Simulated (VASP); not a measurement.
# Zn in VASP: notebook, part 2 of 2

VASP 6.6.1.

## (3) Single point, PBEsol (atom 1 (Zn) moved by (-0.100, -0.200) A along x and y)

Input file INCAR:

```
ALGO = Fast ; EDIFF = 1E-7
ENCUT = 520 ; GGA = PS
ISIF = 2 ; ISMEAR = 0
LASPH = T ; LCHARG = F
LREAL = F ; LWAVE = F
NBANDS = 19 ; NELM = 100
PREC = Accurate ; SIGMA = 0.15
```

Input file KPOINTS:

```
k-points
0
Gamma
  24 24 10
```

Input file POSCAR:

```
Zn
1.0
    2.6647980532      0.0000000000      0.0000000000
   -1.3323990266      2.3077828100      0.0000000000
    0.0000000000      0.0000000000      4.9467000000
Zn
2
Direct
    0.2524754036      0.5800033987      0.2500000000
    0.6666666667      0.3333333333      0.7500000000
```

Potentials or basis: VASP PAW PBE potentials, release 64 (Zn).

Started as:

```console
cat potpaw_PBE.64/Zn/POTCAR > POTCAR
mpirun -np 1 vasp_std > vasp.out
```

OUTCAR:

```text
EDIFF = 1E-7
   ENCUT = 520
   GGA = PS
   ISIF = 2
   ISMEAR = 0
   LASPH = T
   LREAL = F
   NELM = 100
   PREC = Accurate

 ion  position               nearest neighbor table
   1  0.252  0.580  0.250-   2 2.82   2 2.82   2 2.91   2 2.91   2 3.02   2 3.02
   2  0.667  0.333  0.750-   1 2.82   1 2.82   1 2.91   1 2.91   1 3.02   1 3.02

  LATTYP: Found a hexagonal cell.
 ALAT       =     2.6647980532
 C/A-ratio  =     1.8563132745

  Lattice vectors:

 A1 = (   2.6647980532,   0.0000000000,   0.0000000000)
 A2 = (  -1.3323990266,   2.3077828100,   0.0000000000)
 A3 = (   0.0000000000,   0.0000000000,   4.9467000000)

Analysis of symmetry for initial positions (statically):
=====================================================================
 Subroutine PRICEL returns:
 Original cell was already a primitive cell.

 Routine SETGRP: Setting up the symmetry group for a
 hexagonal supercell.

 Subroutine GETGRP returns: Found  4 space group operations
 (whereof  1 operations were pure point group operations)
 out of a pool of 24 trial point group operations.
[... 155 lines left out ...]

 number of electron      24.0000008 magnetization

 Free energy of the ion-electron system (eV)
  ---------------------------------------------------
  ext. energy  EPLUGINS =         0.00000000
  ---------------------------------------------------
  free energy    TOTEN  =        -3.12866554 eV

  energy without entropy =       -3.12454934  energy(sigma->0) =       -3.12660744

 E-fermi :   2.9391     XC(G=0): -11.6990

 val. band max:        2.9330327108   @ k =  -0.3333   0.2917   0.0000
 cond. band min:       2.9396639066   @ k =  -0.2917   0.2083   0.1000
 fundamental gap:      0.0066311958
 Fermi energy:         2.9390612436

 k-point     1 :       0.0000    0.0000    0.0000
  band No.  band energies     occupation
      1      -7.4766      2.00000
      2      -5.6434      2.00000
      3      -4.9677      2.00000
      4      -4.7228      2.00000
      5      -4.6956      2.00000
      6      -4.6711      2.00000
[... 505 lines left out ...]
      6      -4.5146      2.00000
[... 11 lines left out ...]
     18      17.5834      0.00000
     19      19.5896      0.00000

 [... further k-points ...]
[... 5 lines left out ...]
  --------------------------------------------------------------------------------------
  -------------------------------------------------------------------------------------
  Total       -1.1874393     -0.9982496     -0.5196486     -0.0233623      0.0000000      0.0000000
  in kB      -62.5384596    -52.5744726    -27.3681580     -1.2304160      0.0000000      0.0000000
  external PRESSURE =     -47.4936967 kB  Pullay stress =       0.0000000 kB

 VOLUME and BASIS-vectors are now :
 -----------------------------------------------------------------------------
  energy-cutoff  :      520.00
  volume of cell :       30.42
      direct lattice vectors                 reciprocal lattice vectors
     2.664798053  0.000000000  0.000000000     0.375262958  0.216658170  0.000000000
    -1.332399027  2.307782810  0.000000000     0.000000000  0.433316340  0.000000000
     0.000000000  0.000000000  4.946700000     0.000000000  0.000000000  0.202154972

 POSITION                                       TOTAL-FORCE (eV/Angst)
 -----------------------------------------------------------------------------------
     -0.10000      1.33852      1.23667         0.070222      0.080160     -0.000000
      1.33240      0.76926      3.71002        -0.070222     -0.080160      0.000000
 -----------------------------------------------------------------------------------
    total drift:                                0.000002     -0.000236     -0.000001

  FREE ENERGIE OF THE ION-ELECTRON SYSTEM (eV)
  ---------------------------------------------------
  free  energy   TOTEN  =        -3.1286655367 eV

  energy  without entropy=       -3.1245493411  energy(sigma->0) =       -3.12660744
```

OSZICAR:

```text
N       E                     dE             d eps       ncg     rms          rms(c)
DAV:   1     0.113190481300E+03    0.11319E+03   -0.12295E+04 68264   0.200E+03
DAV:   2     0.176439706164E+01   -0.11143E+03   -0.10763E+03 66532   0.296E+02
DAV:   3    -0.338815936167E+01   -0.51526E+01   -0.51301E+01 73277   0.703E+01
DAV:   4    -0.341894616530E+01   -0.30787E-01   -0.30779E-01 71727   0.562E+00
DAV:   5    -0.341898529324E+01   -0.39128E-04   -0.39127E-04 71496   0.182E-01    0.413E+00
RMM:   6    -0.314799072834E+01    0.27099E+00   -0.10347E+00 76330   0.121E+01    0.311E+00
RMM:   7    -0.313601307803E+01    0.11978E-01   -0.31532E-02 79112   0.251E+00    0.157E+00
RMM:   8    -0.312879566331E+01    0.72174E-02   -0.57751E-03 75808   0.597E-01    0.136E-01
RMM:   9    -0.312869260389E+01    0.10306E-03   -0.17975E-03 80809   0.600E-01    0.892E-02
RMM:  10    -0.312866464152E+01    0.27962E-04   -0.14252E-04 79723   0.123E-01    0.460E-03
RMM:  11    -0.312866555929E+01   -0.91777E-06   -0.12618E-05 78983   0.355E-02    0.291E-03
RMM:  12    -0.312866563276E+01   -0.73475E-07   -0.17097E-06 80587   0.159E-02    0.671E-03
RMM:  13    -0.312866553028E+01    0.10248E-06   -0.65747E-07 73153   0.102E-02    0.382E-04
RMM:  14    -0.312866553672E+01   -0.64365E-08   -0.13541E-08 42459   0.115E-03
   1 F= -.31286655E+01 E0= -.31266074E+01  d E =-.411620E-02
```

stdout:

```text
[... 52 lines left out ...]
 num prob  num prob  num prob  num prob  num prob  num prob  num prob  num prob  num prob  num prob  num prob  num prob  num prob  num prob  num prob  num prob  num prob  num prob  num prob  num prob  num prob  num prob  num prob  num prob  num prob  num prob  num prob  num prob  num prob  num prob  num prob  num prob  num prob  num prob  num prob  num prob  num prob  num prob  num prob  num prob RMM:  14    -0.312866553672E+01   -0.64365E-08   -0.13541E-08 42459   0.115E-03
```

It took 8.1 min on 1 thread of Intel Xeon Platinum 8488C (Sapphire Rapids), shared host; peak memory 0.83 GiB.

What came out:

| Quantity | Value |
| --- | --- |
| Free energy | -3.1287 eV |
| Pressure | -4.7 GPa |
| Largest force | 0.107 eV/Å |
| Band gap on the k mesh | zero (bands 12 and 13 overlap by 4.53 eV) |

Forces on the atoms (eV/Å):
```
Zn   0.070  0.080  0.000
Zn  -0.070 -0.080  0.000
```

Levels at points of the mesh, in eV from the Fermi level:
| k point | band 9 | band 10 | band 11 | band 12 | band 13 | band 14 | band 15 | band 16 |
| --- | --- | --- | --- | --- | --- | --- | --- | --- |
| (0.00, 0.00, 0.00) | -7.21 | -7.12 | -7.02 | -3.65 | -3.03 | 13.61 | 17.06 | 17.25 |
| (0.50, 0.00, 0.00) | -6.89 | -6.86 | -2.71 | -2.35 | 2.97 | 3.72 | 4.03 | 5.15 |
| (0.00, 0.50, 0.00) | -6.87 | -6.87 | -2.97 | -2.00 | 2.26 | 3.06 | 4.40 | 6.22 |
| (0.50, 0.50, 0.00) | -6.88 | -6.86 | -2.84 | -2.19 | 2.63 | 3.55 | 4.05 | 5.66 |
| (0.00, 0.00, 0.50) | -7.16 | -7.16 | -7.14 | -7.14 | 4.58 | 4.58 | 18.66 | 18.66 |
| (0.50, 0.00, 0.50) | -6.87 | -6.87 | -1.98 | -1.98 | 0.23 | 0.23 | 9.88 | 9.88 |
| (0.00, 0.50, 0.50) | -6.87 | -6.87 | -1.72 | -1.72 | -0.10 | -0.10 | 10.47 | 10.47 |
| (0.50, 0.50, 0.50) | -6.87 | -6.87 | -1.89 | -1.89 | 0.12 | 0.12 | 10.07 | 10.07 |

Caveat: the cell differs from its parent crystal (atom 1 (Zn) moved by (-0.100, -0.200) A along x and y); the cell stands under tension; the PAW data sets were made with another functional, which shifts forces and pressure a little.

## (4) Single point, PBEsol (atom 1 (Zn) moved by (+0.000, -0.200) A along x and y)

Input file INCAR:

```
SYSTEM = Zn
PREC = Accurate
ENCUT = 520
EDIFF = 1E-7
ISMEAR = 0
SIGMA = 0.15
LREAL = .False.
LASPH = .True.
NELM = 80
ALGO = Fast
ISIF = 2
LWAVE = .False.
LCHARG = .False.
GGA = PS
NBANDS = 19
```

Input file KPOINTS:

```
regular mesh
0
Gamma
  24 24 10
  0 0 0
```

POSCAR: that of step 3 with these lines changed.

```diff
@@ -8,3 +8,3 @@
 Direct
-    0.2524754036      0.5800033987      0.2500000000
+    0.2900016994      0.5800033987      0.2500000000
     0.6666666667      0.3333333333      0.7500000000
```

Started as:

```console
cat potpaw_PBE.64/Zn/POTCAR > POTCAR
mpirun -np 1 vasp_std > vasp.out
```

It took 3 min on 1 thread of Intel Xeon 6975P-C (Granite Rapids), shared host; peak memory 0.5 GiB.

It converged, with:

- Free energy: -3.1322 eV
- Pressure: -4.8 GPa
- Largest force: 0.076 eV/Å
- Band gap on the k mesh: zero (bands 12 and 13 overlap by 4.52 eV)

Forces on the atoms (eV/Å):
```
Zn   0.000  0.076  0.000
Zn   0.000 -0.076  0.000
```

Stress tensor (GPa, compression positive):
```
-6.34  0.00  0.00
 0.00 -5.30  0.00
 0.00  0.00 -2.88
```

Levels at points of the mesh, in eV from the Fermi level:
```tsv
k point	band 8	band 9	band 10	band 11	band 12	band 13	band 14	band 15	band 16	band 17
(0.00, 0.00, 0.00)	-7.32	-7.21	-7.12	-7.02	-3.65	-3.03	13.60	17.09	17.23	17.74
(0.50, 0.00, 0.00)	-7.10	-6.89	-6.86	-2.78	-2.27	2.80	3.78	3.89	5.41	10.20
(0.00, 0.50, 0.00)	-7.06	-6.87	-6.87	-2.97	-2.00	2.26	3.06	4.40	6.22	10.10
(0.00, 0.00, 0.50)	-7.60	-7.16	-7.16	-7.14	-7.14	4.58	4.58	18.68	18.68	18.69
(0.50, 0.00, 0.50)	-7.04	-6.87	-6.87	-1.94	-1.94	0.18	0.18	9.97	9.97	11.89
(0.00, 0.50, 0.50)	-7.17	-6.87	-6.87	-1.72	-1.72	-0.10	-0.10	10.47	10.47	11.92
```

Caveat: the cell differs from its parent crystal (atom 1 (Zn) moved by (+0.000, -0.200) A along x and y); the cell stands under tension; the PAW data sets were made with another functional, which shifts forces and pressure a little.

## (5) Single point, PBEsol (atom 1 (Zn) moved by (+0.000, +0.200) A along x and y)

INCAR: that of step 4 with these lines changed.

```diff
@@ -3,3 +3,3 @@
 ENCUT = 520
-EDIFF = 1E-7
+EDIFF = 1E-6
 ISMEAR = 0
@@ -8,3 +8,3 @@
 LASPH = .True.
-NELM = 80
+NELM = 100
 ALGO = Fast
```

KPOINTS is that of step 4.

POSCAR: that of step 4 with these lines changed.

```diff
@@ -8,3 +8,3 @@
 Direct
-    0.2900016994      0.5800033987      0.2500000000
+    0.3766649673      0.7533299346      0.2500000000
     0.6666666667      0.3333333333      0.7500000000
```

Potentials or basis: VASP PAW PBE potentials, release 64 (Zn).

Started as:

```console
cat potpaw_PBE.64/Zn/POTCAR > POTCAR
mpirun -np 1 vasp_std > vasp.out
```

OUTCAR:

```text
SYSTEM = Zn
   PREC = Accurate
   ENCUT = 520
   EDIFF = 1E-6
   ISMEAR = 0
   LREAL = .False.
   LASPH = .True.
   NELM = 100
   ISIF = 2
   GGA = PS

 ion  position               nearest neighbor table
   1  0.377  0.753  0.250-   2 2.81   2 2.81   2 2.97   2 2.97   2 2.97   2 2.97
   2  0.667  0.333  0.750-   1 2.81   1 2.81   1 2.97   1 2.97   1 2.97   1 2.97

  LATTYP: Found a hexagonal cell.
 ALAT       =     2.6647980532
 C/A-ratio  =     1.8563132745

  Lattice vectors:

 A1 = (   2.6647980532,   0.0000000000,   0.0000000000)
 A2 = (  -1.3323990266,   2.3077828100,   0.0000000000)
[... 193 lines left out ...]
      6      -4.6759      2.00000
[... 505 lines left out ...]
      6      -4.5559      2.00000
[... 11 lines left out ...]
     18      16.6397      0.00000
     19      18.9765      0.00000

 [... further k-points ...]
[... 5 lines left out ...]
  --------------------------------------------------------------------------------------
  -------------------------------------------------------------------------------------
  Total       -0.9759231     -1.1020304     -0.4493909     -0.0000000     -0.0000000      0.0000000
  in kB      -51.3986072    -58.0402619    -23.6679188     -0.0000000     -0.0000000      0.0000000
  external PRESSURE =     -44.3689293 kB  Pullay stress =       0.0000000 kB

 VOLUME and BASIS-vectors are now :
 -----------------------------------------------------------------------------
  energy-cutoff  :      520.00
  volume of cell :       30.42
      direct lattice vectors                 reciprocal lattice vectors
     2.664798053  0.000000000  0.000000000     0.375262958  0.216658170  0.000000000
    -1.332399027  2.307782810  0.000000000     0.000000000  0.433316340  0.000000000
     0.000000000  0.000000000  4.946700000     0.000000000  0.000000000  0.202154972

 POSITION                                       TOTAL-FORCE (eV/Angst)
 -----------------------------------------------------------------------------------
      0.00000      1.73852      1.23667        -0.000000     -0.119784     -0.000000
      1.33240      0.76926      3.71002         0.000000      0.119784      0.000000
 -----------------------------------------------------------------------------------
    total drift:                                0.000001     -0.000184     -0.000001

  FREE ENERGIE OF THE ION-ELECTRON SYSTEM (eV)
  ---------------------------------------------------
  free  energy   TOTEN  =        -3.1292602537 eV

  energy  without entropy=       -3.1252193009  energy(sigma->0) =       -3.12723978
```

OSZICAR:

```text
N       E                     dE             d eps       ncg     rms          rms(c)
DAV:   1     0.113035996512E+03    0.11304E+03   -0.12324E+04 36924   0.200E+03
DAV:   2     0.176839620070E+01   -0.11127E+03   -0.10753E+03 36011   0.296E+02
DAV:   3    -0.338893840548E+01   -0.51573E+01   -0.51366E+01 39595   0.703E+01
DAV:   4    -0.341978208235E+01   -0.30844E-01   -0.30836E-01 38871   0.563E+00
DAV:   5    -0.341982111010E+01   -0.39028E-04   -0.39027E-04 38971   0.181E-01    0.413E+00
RMM:   6    -0.314860133928E+01    0.27122E+00   -0.10353E+00 41296   0.121E+01    0.311E+00
RMM:   7    -0.313661521552E+01    0.11986E-01   -0.31551E-02 42828   0.251E+00    0.157E+00
RMM:   8    -0.312939061485E+01    0.72246E-02   -0.57861E-03 41047   0.598E-01    0.136E-01
RMM:   9    -0.312928711021E+01    0.10350E-03   -0.18004E-03 43753   0.601E-01    0.892E-02
RMM:  10    -0.312925925466E+01    0.27856E-04   -0.14246E-04 43148   0.123E-01    0.460E-03
RMM:  11    -0.312926017913E+01   -0.92447E-06   -0.12638E-05 42148   0.355E-02    0.291E-03
RMM:  12    -0.312926025367E+01   -0.74545E-07   -0.17416E-06 26830   0.160E-02
   1 F= -.31292603E+01 E0= -.31272398E+01  d E =-.404095E-02
```

stdout:

```text
POSCAR found type information on POSCAR Zn
 POSCAR found :  1 types and       2 ions
 scaLAPACK will be used
 -----------------------------------------------------------------------------
|                                                                             |
|                                                                             |
|     You enforced a specific xc type in the INCAR file but a different       |
|     I HOPE YOU KNOW WHAT YOU ARE DOING!                                     |
|                                                                             |
 -----------------------------------------------------------------------------

 LDA part: xc-table for (Slater+PW92), standard interpolation
 POSCAR, INCAR and KPOINTS ok, starting setup
 FFT: planning ... GRIDC
 FFT: planning ... GRID_SOFT
 FFT: planning ... GRID
 WAVECAR not read
 entering main loop
WARNING in EDDRMM: call to ZHEGV failed, returncode =   6  3     18
WARNING in EDDRMM: call to ZHEGV failed, returncode =   6  3     18
WARNING in EDDRMM: call to ZHEGV failed, returncode =   8  4     15
WARNING in EDDRMM: call to ZHEGV failed, returncode =   8  4     17
WARNING in EDDRMM: call to ZHEGV failed, returncode =   8  4     18
WARNING in EDDRMM: call to ZHEGV failed, returncode =   6  3     18
WARNING in EDDRMM: call to ZHEGV failed, returncode =   8  4     17
```

Run time: 2.7 min. Hardware: 1 thread of Intel Xeon 6975P-C (Granite Rapids), shared host; peak memory 0.51 GiB.

Results:

| Item | Value |
| --- | --- |
| Free energy | -3.1293 eV |
| Pressure | -4.4 GPa |
| Largest force | 0.120 eV/Å |
| Band gap on the k mesh | zero (bands 12 and 13 overlap by 4.50 eV) |

Forces in eV/Å, atoms in the order of the input:
```
Zn   0.000 -0.120  0.000
Zn   0.000  0.120  0.000
```

Caveat: the cell differs from its parent crystal (atom 1 (Zn) moved by (+0.000, +0.200) A along x and y); the cell stands under tension; the PAW data sets were made with another functional, which shifts forces and pressure a little.

## (6) Summary

```tsv
cell	further INCAR settings	gap on the mesh (eV)	pressure (GPa)	largest force (eV/Å)
as given, atomic positions A	ALGO = Fast; EDIFF = 1e-06; NBANDS = 19	none	-4.4	0.12
as given, atomic positions B	ALGO = Fast; EDIFF = 1e-07; NBANDS = 19	none	-4.7	0.11
as given, atomic positions C	ALGO = Fast; EDIFF = 1e-07; NBANDS = 19	none	-4.8	0.08
as given, atomic positions D	ALGO = Fast; EDIFF = 1e-06; NBANDS = 19	none	-4.4	0.12
```

Alike in all rows: task single point; level PBEsol; potentials or basis VASP PAW PBE potentials, release 64 (Zn); no spin polarisation; k mesh 24 × 24 × 10; cutoff (eV) 520; smearing gaussian 0.15 eV.

Caveats: the cell stands under tension; the PAW data sets were made with another functional, which shifts forces and pressure a little.

Total energies depend on the potentials used, so only differences within one code and one set of settings carry meaning.
